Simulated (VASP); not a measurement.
# Zn8Au7 (a cell with a defect): single point with PBE

The system is Zn8Au7 (a cell with a defect).

```
CELL_PARAMETERS angstrom
6.35593 0.00000 0.00000
0.00000 6.35593 0.00000
0.00000 0.00000 6.35593
ATOMIC_POSITIONS crystal
Au 0.99900 0.99965 0.00206
Au 0.99880 0.99947 0.50217
Au 0.99799 0.49960 0.00250
Au 0.49869 0.49968 0.50229
Au 0.49847 0.99972 0.00244
Au 0.49791 0.99965 0.50289
Au 0.49884 0.49951 0.00225
Zn 0.24157 0.25677 0.25916
Zn 0.24148 0.25692 0.74551
Zn 0.24196 0.74277 0.25871
Zn 0.24158 0.74238 0.74568
Zn 0.75519 0.25601 0.25927
Zn 0.75520 0.25603 0.74549
Zn 0.75511 0.74326 0.25918
Zn 0.75536 0.74302 0.74537
```

```json
{"Program": "VASP 6.6.1", "Task": "single point", "Functional": "PBE", "Potentials or basis": "VASP PAW PBE potentials, release 64 (Au, Zn)", "Cutoff": "520 eV", "k mesh": "2 × 2 × 2", "Occupations": "fermi-dirac, width 0.1 eV", "Spin": "no spin polarisation"}
```

```json
{"Pressure": "-2.2 GPa", "Largest force": "0.008 eV/Å", "Band gap on the k mesh": "zero (an odd number of electrons rules out a gap without spin polarisation)"}
```

Forces in eV/Å, atoms in the order of the input:
```
Au  -0.001  0.000  0.001
Au   0.001  0.000  0.000
Au   0.001  0.000 -0.001
Au   0.000 -0.001 -0.001
Au   0.000  0.000 -0.002
Au   0.002  0.000 -0.001
Au   0.000 -0.001 -0.001
Zn  -0.003  0.003  0.003
Zn  -0.003  0.003 -0.002
Zn  -0.004 -0.004  0.005
Zn  -0.003 -0.003 -0.002
Zn   0.003  0.003  0.002
Zn   0.003  0.004 -0.002
Zn   0.003 -0.003  0.002
Zn   0.002 -0.003 -0.001
```

Levels at points of the mesh, in eV from the Fermi level:
| k point | band 82 | band 83 | band 84 | band 85 | band 86 | band 87 | band 88 | band 89 | band 90 | band 91 |
| --- | --- | --- | --- | --- | --- | --- | --- | --- | --- | --- |
| (0.00, 0.00, 0.00) | -2.39 | -2.25 | -2.25 | -2.25 | -1.68 | -1.68 | -1.68 | 0.15 | 0.15 | 1.03 |
| (0.50, 0.00, 0.00) | -3.09 | -2.63 | -2.55 | -2.41 | -0.11 | 0.05 | 0.05 | 0.40 | 0.53 | 0.53 |
| (0.00, 0.50, 0.00) | -3.09 | -2.63 | -2.55 | -2.41 | -0.11 | 0.05 | 0.05 | 0.40 | 0.53 | 0.53 |
| (0.00, 0.00, 0.50) | -3.09 | -2.63 | -2.55 | -2.41 | -0.11 | 0.05 | 0.05 | 0.40 | 0.53 | 0.53 |
| (0.50, 0.50, 0.00) | -2.16 | -2.08 | -2.08 | -1.87 | -1.73 | -1.42 | 0.57 | 1.30 | 1.38 | 1.57 |
| (0.00, 0.50, 0.50) | -2.16 | -2.08 | -2.08 | -1.87 | -1.73 | -1.42 | 0.57 | 1.30 | 1.38 | 1.57 |
| (0.50, 0.00, 0.50) | -2.16 | -2.08 | -2.08 | -1.87 | -1.73 | -1.42 | 0.57 | 1.30 | 1.38 | 1.57 |
| (0.50, 0.50, 0.50) | -4.48 | -3.62 | 1.72 | 1.72 | 1.72 | 2.00 | 2.00 | 2.27 | 2.27 | 2.27 |

It took 4.4 min on 1 thread of Intel(R) Xeon(R) Platinum 8488C (Sapphire Rapids), with other jobs on the host, peak memory 0.4 GiB.

Caveat: the k points lie up to 0.49 Å⁻¹ apart, too coarse for converged energies and pressures of a metal; spin-orbit coupling is left out, which moves the levels of the heavy elements.
